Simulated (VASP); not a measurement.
# LaHg2 (P6/mmm) in VASP: further runs, part 3 of 3

VASP 6.6.1.

## Step 5: Electric field gradients, LDA (24.28 Å³/atom)

This run uses another cell than the first one, of 24.28 Å³/atom.

INCAR reads:

```
PREC = Accurate
ENCUT = 520
EDIFF = 1E-8
ISMEAR = -1
SIGMA = 0.08
LREAL = False
LASPH = True
NELM = 60
ALGO = Normal
ISIF = 2
LWAVE = False
LCHARG = False
GGA = CA
LEFG = True
NBANDS = 24
```

KPOINTS reads:

```
regular mesh
0
Gamma
  8 8 9
```

POSCAR reads:

```
LaHg2
1.0
    4.8567862506      0.0000000000      0.0000000000
   -2.4283931254      4.2061002739      0.0000000000
    0.0000000000      0.0000000000      3.5656934357
La Hg
1 2
Direct
    0.0000000000      0.0000000000      0.0000000000
    0.3333333333      0.6666666667      0.5000000000
    0.6666666667      0.3333333333      0.5000000000
```

Potentials or basis: VASP PAW LDA potentials, release 64 (La, Hg).

Run with:

```console
$ cat potpaw_LDA.64/La/POTCAR potpaw_LDA.64/Hg/POTCAR > POTCAR
$ mpirun -np 1 vasp_std > vasp.out
```

OUTCAR:

```text
PREC = Accurate
   ENCUT = 520
   EDIFF = 1E-8
   ISMEAR = -1
   LREAL = False
   LASPH = True
   NELM = 60
   ISIF = 2
   GGA = CA

 ion  position               nearest neighbor table
   1  0.000  0.000  0.000-   2 3.32   3 3.32   2 3.32   3 3.32   3 3.32   3 3.32   2 3.32   2 3.32
                             3 3.32   3 3.32   2 3.32   2 3.32
   2  0.333  0.667  0.500-   3 2.80   3 2.80   3 2.80   1 3.32   1 3.32   1 3.32   1 3.32   1 3.32
                             1 3.32
   3  0.667  0.333  0.500-   2 2.80   2 2.80   2 2.80   1 3.32   1 3.32   1 3.32   1 3.32   1 3.32
                             1 3.32

  LATTYP: Found a hexagonal cell.
 ALAT       =     4.8567862506
 C/A-ratio  =     0.7341672562

  Lattice vectors:

 A1 = (   4.8567862506,   0.0000000000,   0.0000000000)
 A2 = (  -2.4283931254,   4.2061002739,   0.0000000000)
 A3 = (   0.0000000000,   0.0000000000,   3.5656934357)

Analysis of symmetry for initial positions (statically):
=====================================================================
 Subroutine PRICEL returns:
[... 847 lines left out ...]

 POSITION                                       TOTAL-FORCE (eV/Angst)
 -----------------------------------------------------------------------------------
      0.00000      0.00000      0.00000         0.000000      0.000000     -0.000000
     -0.00000      2.80407      1.78285         0.000000     -0.000000      0.000000
      2.42839      1.40203      1.78285        -0.000000      0.000000     -0.000000
 -----------------------------------------------------------------------------------
    total drift:                                0.000000     -0.000000     -0.000000

  FREE ENERGIE OF THE ION-ELECTRON SYSTEM (eV)
  ---------------------------------------------------
  free  energy   TOTEN  =        -9.3599934864 eV

  energy  without entropy=       -9.3085463256  energy(sigma->0) =       -9.33426991

 Electric field gradients (V/A^2)
---------------------------------------------------------------------
 ion       V_xx      V_yy      V_zz      V_xy      V_xz      V_yz
---------------------------------------------------------------------
   1     -49.907   -49.907    99.814    -0.000    -0.000     0.000
   2    -171.885  -171.886   343.771    -0.000     0.000    -0.000
   3    -171.885  -171.886   343.771    -0.000     0.000    -0.000
---------------------------------------------------------------------

 Electric field gradients after diagonalization (V/A^2)
 (convention: |V_zz| > |V_xx| > |V_yy|)
----------------------------------------------------------------------
 ion       V_xx      V_yy      V_zz     asymmetry (V_yy - V_xx)/ V_zz
----------------------------------------------------------------------
   1     -49.907   -49.907    99.814       0.000
   2    -171.886  -171.885   343.771       0.000
   3    -171.886  -171.885   343.771       0.000
----------------------------------------------------------------------

           NMR quadrupolar parameters

 Cq : quadrupolar parameter    Cq=e*Q*V_zz/h
 eta: asymmetry parameters     (V_yy - V_xx)/ V_zz
 Q  : nuclear electric quadrupole moment in mb (millibarn)
----------------------------------------------------------------------
 ion       Cq(MHz)       eta       Q (mb)
----------------------------------------------------------------------
   1       0.241       0.000       1.000
   2       0.831       0.000       1.000
   3       0.831       0.000       1.000
----------------------------------------------------------------------
```

OSZICAR:

```text
N       E                     dE             d eps       ncg     rms          rms(c)
DAV:   1     0.305285929349E+03    0.30529E+03   -0.14732E+04  2536   0.213E+03
DAV:   2     0.333017996041E+02   -0.27198E+03   -0.23817E+03  2800   0.338E+02
DAV:   3    -0.756808342027E+01   -0.40870E+02   -0.39268E+02  3296   0.138E+02
DAV:   4    -0.105318690845E+02   -0.29638E+01   -0.28128E+01  4128   0.324E+01
DAV:   5    -0.106335584273E+02   -0.10169E+00   -0.10145E+00  3056   0.572E+00    0.745E+00
DAV:   6    -0.942919070506E+01    0.12044E+01   -0.10490E+01  4136   0.257E+01    0.614E+00
DAV:   7    -0.939089405897E+01    0.38297E-01   -0.59775E-01  3568   0.843E+00    0.348E+00
DAV:   8    -0.936714082389E+01    0.23753E-01   -0.21463E-01  3536   0.309E+00    0.359E-01
DAV:   9    -0.936178358309E+01    0.53572E-02   -0.19129E-02  4032   0.107E+00    0.202E-01
DAV:  10    -0.935999494644E+01    0.17886E-02   -0.95083E-03  3488   0.651E-01    0.473E-02
DAV:  11    -0.935999297815E+01    0.19683E-05   -0.45556E-04  4056   0.142E-01    0.221E-02
DAV:  12    -0.935999691590E+01   -0.39378E-05   -0.61752E-05  3880   0.558E-02    0.121E-02
DAV:  13    -0.935999345179E+01    0.34641E-05   -0.19421E-05  3520   0.337E-02    0.175E-03
DAV:  14    -0.935999349892E+01   -0.47127E-07   -0.10090E-06  3464   0.576E-03    0.840E-04
DAV:  15    -0.935999348612E+01    0.12791E-07   -0.11200E-07  3576   0.258E-03    0.184E-04
DAV:  16    -0.935999348637E+01   -0.24329E-09   -0.75466E-09  2288   0.655E-04
   1 F= -.93599935E+01 E0= -.93342699E+01  d E =-.514472E-01
```

Run time: 44 s. Hardware: 1 thread of Intel Xeon 6975P-C (Granite Rapids), shared host; peak memory 0.22 GiB.

What came out:

```
Free energy                             : -9.3600 eV
Pressure                                : 2.0 GPa
Band gap on the k mesh                  : zero (an odd number of electrons rules out a gap without spin polarisation)
Largest electric field gradient by atom : La +99.8; Hg +343.8 V/Å²
```

Stress tensor (GPa, compression positive):
```
 3.31  0.00  0.00
 0.00  3.31  0.00
 0.00  0.00 -0.47
```

Electric field gradients, principal values (V/Å²):
| atom | least | middle | greatest (by size) |
| --- | --- | --- | --- |
| 1 La | -49.907 | -49.907 | 99.814 |
| 2 Hg | -171.885 | -171.886 | 343.771 |
| 3 Hg | -171.885 | -171.886 | 343.771 |

Caveat: without QUAD_EFG the Cq values of the log hold for a quadrupole moment of 1 mb, not for the nuclei; spin-orbit coupling is left out, which moves the levels of the heavy elements.

## Step 6: Electric field gradients, LDA (25.31 Å³/atom)

This run uses another cell than the first one, of 25.31 Å³/atom.

INCAR reads:

```
  PREC = Accurate
  ENCUT = 520
  EDIFF = 1E-8
  ISMEAR = -1
  SIGMA = 0.08
  LREAL = False
  LASPH = True
  NELM = 80
  ALGO = Normal
  ISIF = 2
  LWAVE = False
  LCHARG = False
  GGA = CA
  LEFG = True
  NBANDS = 24
```

KPOINTS reads:

```
Automatic mesh
0
Gamma
  8 8 9
```

POSCAR reads:

```
LaHg2
1.0
    4.9247221298      0.0000000000      0.0000000000
   -2.4623610649      4.2649344710      0.0000000000
    0.0000000000      0.0000000000      3.6155697337
La Hg
1 2
Direct
    0.0000000000      0.0000000000      0.0000000000
    0.3333333333      0.6666666667      0.5000000000
    0.6666666667      0.3333333333      0.5000000000
```

Potentials or basis: VASP PAW LDA potentials, release 64 (La, Hg).

Run with:

```console
$ cat potpaw_LDA.64/La/POTCAR potpaw_LDA.64/Hg/POTCAR > POTCAR
$ mpirun -np 1 vasp_std > vasp.out
```

OUTCAR:

```text
PREC = Accurate
   ENCUT = 520
   EDIFF = 1E-8
   ISMEAR = -1
   LREAL = False
   LASPH = True
   NELM = 80
   ISIF = 2
   GGA = CA

 ion  position               nearest neighbor table
   1  0.000  0.000  0.000-   2 3.37   3 3.37   2 3.37   3 3.37   3 3.37   3 3.37   2 3.37   2 3.37
                             3 3.37   3 3.37   2 3.37   2 3.37
   2  0.333  0.667  0.500-   3 2.84   3 2.84   3 2.84   1 3.37   1 3.37   1 3.37   1 3.37   1 3.37
                             1 3.37
   3  0.667  0.333  0.500-   2 2.84   2 2.84   2 2.84   1 3.37   1 3.37   1 3.37   1 3.37   1 3.37
                             1 3.37

  LATTYP: Found a hexagonal cell.
 ALAT       =     4.9247221298
 C/A-ratio  =     0.7341672562

  Lattice vectors:

 A1 = (   4.9247221298,   0.0000000000,   0.0000000000)
 A2 = (  -2.4623610649,   4.2649344710,   0.0000000000)
 A3 = (   0.0000000000,   0.0000000000,   3.6155697337)

Analysis of symmetry for initial positions (statically):
=====================================================================
 Subroutine PRICEL returns:
[... 848 lines left out ...]

 POSITION                                       TOTAL-FORCE (eV/Angst)
 -----------------------------------------------------------------------------------
      0.00000      0.00000      0.00000        -0.000000      0.000000     -0.000000
     -0.00000      2.84329      1.80778        -0.000000      0.000000      0.000000
      2.46236      1.42164      1.80778         0.000000     -0.000000     -0.000000
 -----------------------------------------------------------------------------------
    total drift:                                0.000000      0.000000      0.000000

  FREE ENERGIE OF THE ION-ELECTRON SYSTEM (eV)
  ---------------------------------------------------
  free  energy   TOTEN  =        -9.3679455871 eV

  energy  without entropy=       -9.3152298285  energy(sigma->0) =       -9.34158771

 Electric field gradients (V/A^2)
---------------------------------------------------------------------
 ion       V_xx      V_yy      V_zz      V_xy      V_xz      V_yz
---------------------------------------------------------------------
   1     -40.995   -40.995    81.990     0.000    -0.000     0.000
   2    -162.003  -162.002   324.005     0.000     0.000    -0.000
   3    -162.003  -162.002   324.005     0.000     0.000    -0.000
---------------------------------------------------------------------

 Electric field gradients after diagonalization (V/A^2)
 (convention: |V_zz| > |V_xx| > |V_yy|)
----------------------------------------------------------------------
 ion       V_xx      V_yy      V_zz     asymmetry (V_yy - V_xx)/ V_zz
----------------------------------------------------------------------
   1     -40.996   -40.995    81.990       0.000
   2    -162.003  -162.002   324.005       0.000
   3    -162.003  -162.002   324.005       0.000
----------------------------------------------------------------------

           NMR quadrupolar parameters

 Cq : quadrupolar parameter    Cq=e*Q*V_zz/h
 eta: asymmetry parameters     (V_yy - V_xx)/ V_zz
 Q  : nuclear electric quadrupole moment in mb (millibarn)
----------------------------------------------------------------------
 ion       Cq(MHz)       eta       Q (mb)
----------------------------------------------------------------------
   1       0.198       0.000       1.000
   2       0.783       0.000       1.000
   3       0.783       0.000       1.000
----------------------------------------------------------------------
```

Run time: 62 s. Hardware: 1 thread of Intel Xeon 6975P-C (Granite Rapids), shared host; peak memory 0.23 GiB.

Results:

```yaml
Free_energy: -9.3679 eV
Pressure: -1.2 GPa
Band_gap_on_the_k_mesh: zero (an odd number of electrons rules out a gap without spin polarisation)
Largest_electric_field_gradient_by_atom: La +82.0; Hg +324.0 V/Å²
```

Stress tensor (GPa, compression positive):
```
-0.56  0.00  0.00
 0.00 -0.56  0.00
 0.00  0.00 -2.57
```

Electric field gradients, principal values (V/Å²):
| atom | least | middle | greatest (by size) |
| --- | --- | --- | --- |
| 1 La | -40.995 | -40.996 | 81.990 |
| 2 Hg | -162.002 | -162.003 | 324.005 |
| 3 Hg | -162.002 | -162.003 | 324.005 |

Caveat: without QUAD_EFG the Cq values of the log hold for a quadrupole moment of 1 mb, not for the nuclei; spin-orbit coupling is left out, which moves the levels of the heavy elements.

## Step 7: Summary

| cell | gap on the mesh (eV) | pressure (GPa) |
| --- | --- | --- |
| a = 5.023, b = 5.023, c = 3.688 Å, angles 90.0, 90.0, 120.0°, 3 atoms | none | -4.8 |
| a = 4.857, b = 4.857, c = 3.566 Å, angles 90.0, 90.0, 120.0°, 3 atoms | none | 2.0 |
| a = 4.925, b = 4.925, c = 3.616 Å, angles 90.0, 90.0, 120.0°, 3 atoms | none | -1.2 |

Alike in all rows: task electric field gradients; level LDA; potentials or basis VASP PAW LDA potentials, release 64 (La, Hg); no spin polarisation; k mesh 8 × 8 × 9; cutoff (eV) 520; smearing fermi-dirac 0.08 eV.

Caveats: spin-orbit coupling is left out, which moves the levels of the heavy elements; the cell stands under tension (at least some runs).

Total energies depend on the potentials used, so only differences within one code and one set of settings carry meaning.
